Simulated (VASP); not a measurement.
# ZrC (I4/mmm) in VASP: a series of runs

The runs below take ZrC through electric field gradients, with PBE.

Program: VASP 6.6.1. These are calculated values, not measurements. Logs are shortened: lines on timing, memory, paths and dates and some standing lists are left out, and cuts for length are marked.

**1. The cell of the first run**

It takes space group I4/mmm (No. 139, tetragonal). The conventional cell has a = 3.324 Å, b = 3.324 Å, c = 4.653 Å, α = 90.00°, β = 90.00°, γ = 90.00°. Within 3.1 Å of Zr (site symmetry 4/mmm) lie 6 C at 2.33 to 2.35 Å. Within 3.1 Å of C (site symmetry 4/mmm) lie 6 Zr at 2.33 to 2.35 Å.

**2. Electric field gradients, PBE (zz strain of -1 %)**

Input file INCAR:

```
SYSTEM = ZrC
PREC     = Accurate       ! precision mode
ENCUT    = 520            ! plane-wave cutoff, eV
EDIFF    = 1E-8           ! SCF threshold, eV
ISMEAR   = -1             ! smearing method
SIGMA    = 0.05           ! smearing width, eV
LREAL    = .FALSE.        ! projectors in reciprocal space
LASPH    = .TRUE.         ! aspherical terms in the spheres
NELM     = 100            ! most SCF steps
ALGO     = Normal         ! electronic algorithm
ISIF     = 2              ! what is computed and relaxed
LWAVE    = .FALSE.        ! write WAVECAR
LCHARG   = .FALSE.        ! write CHGCAR
GGA      = PE             ! functional
LEFG     = .TRUE.       
NBANDS   = 15             ! bands
```

Input file KPOINTS:

```
Automatic mesh
0
G
  15 15 15
  0 0 0
```

Input file POSCAR:

```
ZrC
1.0
    0.0000000000      2.3502100000      2.3267079000
    2.3502100000      0.0000000000      2.3267079000
    2.3502100000      2.3502100000      0.0000000000
Zr C
1 1
Direct
    0.5000000000      0.5000000000      0.5000000000
    0.0000000000      0.0000000000      0.0000000000
```

Potentials or basis: VASP PAW PBE potentials, release 64 (Zr_sv, C).

On the command line:

```sh
> cat potpaw_PBE.64/Zr_sv/POTCAR potpaw_PBE.64/C/POTCAR > POTCAR
> mpirun -np 1 vasp_std > vasp.out
```

OUTCAR:

```text
SYSTEM = ZrC
   PREC = Accurate
   ENCUT = 520
   EDIFF = 1E-8
   ISMEAR = -1
   LREAL = .FALSE.
   LASPH = .TRUE.
   NELM = 100
   ISIF = 2
   GGA = PE

 ion  position               nearest neighbor table
   1  0.500  0.500  0.500-   2 2.33   2 2.33   2 2.35   2 2.35   2 2.35   2 2.35
   2  0.000  0.000  0.000-   1 2.33   1 2.33   1 2.35   1 2.35   1 2.35   1 2.35

  LATTYP: Found a body centered tetragonal cell.
 ALAT       =     3.3236988564
 C/A-ratio  =     1.4000714267

  Lattice vectors:

 A1 = (   0.0000000000,  -2.3502100000,  -2.3267079000)
 A2 = (   0.0000000000,   2.3502100000,  -2.3267079000)
 A3 = (   2.3502100000,   0.0000000000,   2.3267079000)

Analysis of symmetry for initial positions (statically):
=====================================================================
 Subroutine PRICEL returns:
 Original cell was already a primitive cell.

 Routine SETGRP: Setting up the symmetry group for a
 body centered tetragonal supercell.

 Subroutine GETGRP returns: Found 16 space group operations
 (whereof 16 operations were pure point group operations)
 out of a pool of 16 trial point group operations.

The static configuration has the point symmetry D_4h.

Analysis of symmetry for dynamics (positions and initial velocities):
=====================================================================
 Subroutine PRICEL returns:
 Original cell was already a primitive cell.

 Routine SETGRP: Setting up the symmetry group for a
 body centered tetragonal supercell.

 Subroutine GETGRP returns: Found 16 space group operations
 (whereof 16 operations were pure point group operations)
 out of a pool of 16 trial point group operations.

The dynamic configuration has the point symmetry D_4h.

 Subroutine INISYM returns: Found 16 space group operations
 (whereof 16 operations are pure point group operations),
 and found     1 'primitive' translations

----------------------------------------------------------------------------------------

                                     Primitive cell

  volume of cell :      25.7031

  direct lattice vectors                    reciprocal lattice vectors
     0.000000000  2.350210000  2.326707900    -0.212746946  0.212746946  0.214895905
     2.350210000  0.000000000  2.326707900     0.212746946 -0.212746946  0.214895905
     2.350210000  2.350210000  0.000000000     0.212746946  0.212746946 -0.214895905

  length of vectors
     3.307122117  3.307122117  3.323698856     0.369733385  0.369733385  0.369733385

  position of ions in fractional coordinates (direct lattice)
     0.500000000  0.500000000  0.500000000
     0.000000000  0.000000000  0.000000000

  ion indices of the primitive-cell ions
   primitive index   ion index
                 1           1
                 2           2

----------------------------------------------------------------------------------------

 KPOINTS: Automatic mesh

Automatic generation of k-mesh.
 Grid dimensions read from file:
 generate k-points for:   15   15   15

 Generating k-lattice:

  Cartesian coordinates                     Fractional coordinates (reciprocal lattice)
    -0.014183130  0.014183130  0.014326394     0.066666667 -0.000000000  0.000000000
     0.014183130 -0.014183130  0.014326394    -0.000000000  0.066666667  0.000000000
     0.014183130  0.014183130 -0.014326394     0.000000000  0.000000000  0.066666667

  Length of vectors
     0.024648892  0.024648892  0.024648892

  Shift w.r.t. Gamma in fractional coordinates (k-lattice)
     0.000000000  0.000000000  0.000000000

 Subroutine IBZKPT returns following result:
 ===========================================

[... 34 lines left out ...]
   ions per type =               1   1
   NGX,Y,Z   is equivalent  to a cutoff of  14.08, 14.08, 14.01 a.u.
   NGXF,Y,Z  is equivalent  to a cutoff of  28.15, 28.15, 28.01 a.u.
 SYSTEM =  ZrC
   PREC   = accura    normal or accurate (medium, high low for compatibility)
   ISTART =      0    job   : 0-new  1-cont  2-samecut
   ICHARG =      2    charge: 1-file 2-atom 10-const
   ISPIN  =      1    spin polarized calculation?
   LNONCOLLINEAR =      F non collinear calculations
   LSORBIT =      F    spin-orbit coupling
   LASPH  =      T    aspherical Exc in radial PAW
   ENCUT  =  520.0 eV  38.22 Ry    6.18 a.u.   6.15  6.15  6.18*2*pi/ulx,y,z
   NELM   =    100;   NELMIN=  2; NELMDL= -5     # of ELM steps
   EDIFF  = 0.1E-07   stopping-criterion for ELM
   LREAL  =      F    real-space projection
   EDIFFG = 0.1E-06   stopping-criterion for IOM
   NSW    =      0    number of steps for IOM
   IBRION =     -1    ionic relax: 0-MD 1-quasi-New 2-CG
   NFREE  =      0    steps in history (QN), initial steepest desc. (CG)
   ISIF   =      2    stress and relaxation
   ISYM   =      2    0-nonsym 1-usesym 2-fastsym
   POTIM  = 0.5000    time-step for ionic-motion
   TEBEG  =    0.0;   TEEND  =   0.0 temperature during run
   PSTRESS=    0.0 pullay stress
   NELECT =      16.0000    total number of electrons
   NUPDOWN=      -1.0000    fix difference up-down
   EMIN   =  10.00;   EMAX   =-10.00  energy-range for DOS
   EFERMI =   0.00;   METHOD = LEGACY
   ISMEAR =    -1;   SIGMA  =   0.05  broadening in eV -4-tet -1-fermi 0-gaus
   EFERMI_NEDOS =   21; number of points for ismear=-14 and -15
   IALGO  =     38    algorithm
   IMIX   =      4    mixing-type and parameters
     AMIX     =   0.40;   BMIX     =  1.00
     AMIX_MAG =   1.60;   BMIX_MAG =  1.00
  volume/ion in A,a.u.               =      12.85        86.73
  Fermi-wavevector in a.u.,A,eV,Ry     =   1.397826  2.641508 26.584659  1.953917
  Thomas-Fermi vector in A             =   2.521044
   LORBIT       =      0    0 simple, 1 ext, 2 COOP (PROOUT), +10 PAW based schemes
   GGA     = PE    functional components
   LHFCALC =     F    Hartree Fock is set to
   AEXX    =    0.0000 exact exchange contribution
   IVDW    =     0    specifies the selected vdW correction
   LEPSILON=     F    determine dielectric tensor
   LRPA    =     F    only Hartree local field effects (RPA)
 non-spin polarized calculation
  energy-cutoff  :      520.00
  volume of cell :       25.70
 maximum number of plane-waves:       709
 NGX is ok and might be reduce to    28
   NGX = 13   NGY = 13   NGZ = 13

 number of electron      16.0000000 magnetization

 Free energy of the ion-electron system (eV)
  ---------------------------------------------------
  ext. energy  EPLUGINS =         0.00000000
  ---------------------------------------------------
  free energy    TOTEN  =       -19.45573532 eV

  energy without entropy =      -19.45326733  energy(sigma->0) =      -19.45450132

 E-fermi :   9.7224     XC(G=0): -12.1829

 val. band max:        9.6964858616   @ k =   0.4000   0.0000   0.4000
 cond. band min:       9.7324064595   @ k =   0.3333   0.0000   0.2667
 fundamental gap:      0.0359205979
 Fermi energy:         9.7224477086

 k-point     1 :       0.0000    0.0000    0.0000
  band No.  band energies     occupation
      1     -38.3364      2.00000
      2     -16.0428      2.00000
      3     -16.0428      2.00000
      4     -16.0354      2.00000
      5      -1.6134      2.00000
      6      10.6479      0.00000
      7      10.6479      0.00000
      8      10.7022      0.00000
      9      10.7941      0.00000
     10      10.7941      0.00000
     11      10.8942      0.00000
     12      12.5131      0.00000
     13      12.6221      0.00000
     14      17.1609      0.00000
[... 401 lines left out ...]
      2     -16.2915      2.00000
      3     -16.1181      2.00000
      4     -16.1056      2.00000
      5      -0.7975      2.00000
      6       7.3721      2.00000
      7       8.9935      2.00000
      8       9.2239      1.99991
      9      10.3037      0.00002
     10      12.6968      0.00000
     11      13.1388      0.00000
     12      13.7278      0.00000
     13      15.6192      0.00000
     14      19.3769      0.00000
     15      22.4309      0.00000

 [... further k-points ...]

------------------------ aborting loop because EDIFF is reached ----------------------------------------

  FORCE on cell =-STRESS in cart. coord.  units (eV):
  Direction    XX          YY          ZZ          XY          YZ          ZX
  --------------------------------------------------------------------------------------
  -------------------------------------------------------------------------------------
  Total        0.4027031      0.4027031      1.0238415      0.0000000      0.0000000     -0.0000000
  in kB       25.1021144     25.1021144     63.8201911      0.0000000      0.0000000     -0.0000000
  external PRESSURE =      38.0081400 kB  Pullay stress =       0.0000000 kB

 VOLUME and BASIS-vectors are now :
 -----------------------------------------------------------------------------
  energy-cutoff  :      520.00
  volume of cell :       25.70
      direct lattice vectors                 reciprocal lattice vectors
     0.000000000  2.350210000  2.326707900    -0.212746946  0.212746946  0.214895905
     2.350210000  0.000000000  2.326707900     0.212746946 -0.212746946  0.214895905
     2.350210000  2.350210000  0.000000000     0.212746946  0.212746946 -0.214895905

 POSITION                                       TOTAL-FORCE (eV/Angst)
 -----------------------------------------------------------------------------------
      2.35021      2.35021      2.32671         0.000000      0.000000      0.000000
      0.00000      0.00000      0.00000        -0.000000     -0.000000      0.000000
 -----------------------------------------------------------------------------------
    total drift:                                0.000000      0.000000      0.000000

  FREE ENERGIE OF THE ION-ELECTRON SYSTEM (eV)
  ---------------------------------------------------
  free  energy   TOTEN  =       -19.4557353164 eV

  energy  without entropy=      -19.4532673326  energy(sigma->0) =      -19.45450132

 Electric field gradients (V/A^2)
---------------------------------------------------------------------
 ion       V_xx      V_yy      V_zz      V_xy      V_xz      V_yz
---------------------------------------------------------------------
   1       7.420     7.420   -14.840    -0.000    -0.000    -0.000
   2       0.571     0.571    -1.141    -0.000    -0.000    -0.000
---------------------------------------------------------------------

 Electric field gradients after diagonalization (V/A^2)
 (convention: |V_zz| > |V_xx| > |V_yy|)
----------------------------------------------------------------------
 ion       V_xx      V_yy      V_zz     asymmetry (V_yy - V_xx)/ V_zz
----------------------------------------------------------------------
   1       7.420     7.420   -14.840       0.000
   2       0.571     0.570    -1.141       0.000
----------------------------------------------------------------------

           NMR quadrupolar parameters

 Cq : quadrupolar parameter    Cq=e*Q*V_zz/h
 eta: asymmetry parameters     (V_yy - V_xx)/ V_zz
 Q  : nuclear electric quadrupole moment in mb (millibarn)
----------------------------------------------------------------------
 ion       Cq(MHz)       eta       Q (mb)
----------------------------------------------------------------------
   1      -0.036       0.000       1.000
   2      -0.003       0.000       1.000
----------------------------------------------------------------------
```

Wall time 3.9 min (1 thread of Intel Xeon 8259CL, shared host); peak memory 0.25 GiB.

What came out:

```
Free energy                             : -19.4557 eV
Pressure                                : 3.8 GPa
Band gap on the k mesh                  : zero (bands 8 and 9 overlap by 1.40 eV)
Largest electric field gradient by atom : Zr -14.8; C -1.1 V/Å²
```

Electric field gradients, principal values (V/Å²):
| atom | least | middle | greatest (by size) |
| --- | --- | --- | --- |
| 1 Zr | 7.420 | 7.420 | -14.840 |
| 2 C | 0.570 | 0.571 | -1.141 |

Caveat: the cell differs from its parent crystal (zz strain of -1 %); the cell stands under pressure; without QUAD_EFG the Cq values of the log hold for a quadrupole moment of 1 mb, not for the nuclei.

(Continued in part 2 of 2.)
